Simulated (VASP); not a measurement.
Write the native input for VASP 6.6.1 that does the following.

```yaml
Task: relaxation of cell and atoms
Functional: PBE
Potentials_or_basis: VASP PAW PBE potentials, release 64 (Cr_pv)
Cutoff: 500 eV
k_mesh: 10 × 10 × 10
Occupations: gaussian, width 0.1 eV
Spin: no spin polarisation
Dipole_correction: no
Further_INCAR_settings: ALGO = Normal; EDIFF = 1e-07; IBRION = 2; EDIFFG = -0.05; NSW = 100; ISIF = 3
```

The structure of Cr lies in POSCAR:

```
Cr
1.0
   -1.4419500000      1.4419500000      1.4419500000
    1.4419500000     -1.4419500000      1.4419500000
    1.4419500000      1.4419500000     -1.4419500000
Cr
1
Direct
    0.0000000000      0.0000000000      0.0000000000
```

These files were run (other wordings do the same):

INCAR

```
  PREC = Accurate
  ENCUT = 500
  EDIFF = 1E-7
  ISMEAR = 0
  SIGMA = 0.1
  LREAL = False
  LASPH = True
  NELM = 120
  ALGO = Normal
  ISIF = 3
  LWAVE = False
  LCHARG = False
  GGA = PE
  IBRION = 2
  NSW = 100
  EDIFFG = -0.05
  GGA_COMPAT = False
  NELMIN = 4
```

KPOINTS

```
Automatic mesh
0
Gamma
  10 10 10
```

Potentials or basis: VASP PAW PBE potentials, release 64 (Cr_pv).

Command:

```console
$ cat potpaw_PBE.64/Cr_pv/POTCAR > POTCAR
$ mpirun -np 1 vasp_std > vasp.out
```

Results of the run:

| Quantity | Value |
| --- | --- |
| Relaxed volume | 11.55 Å³/atom |
| Relaxed cell | a = 2.467 Å, b = 2.467 Å, c = 2.467 Å, α = 109.47°, β = 109.47°, γ = 109.47° |
| Space group after relaxing (to 0.05 Å) | Im-3m (No. 229) |
| Energy gained by relaxing | 13.1 meV/atom |
| Ionic steps | 3 |
| Pressure after relaxing | -0.2 GPa |
| Band gap on the k mesh | zero (band 6 reaches 13.39 eV, above the bottom of band 7 at 10.04 eV) |

Caveat: the run has no spin polarisation, though such a crystal can be magnetic.

Wall time 9.6 s on 1 thread of Intel Xeon 6975P-C, with other jobs on the host, peak memory 0.12 GiB.
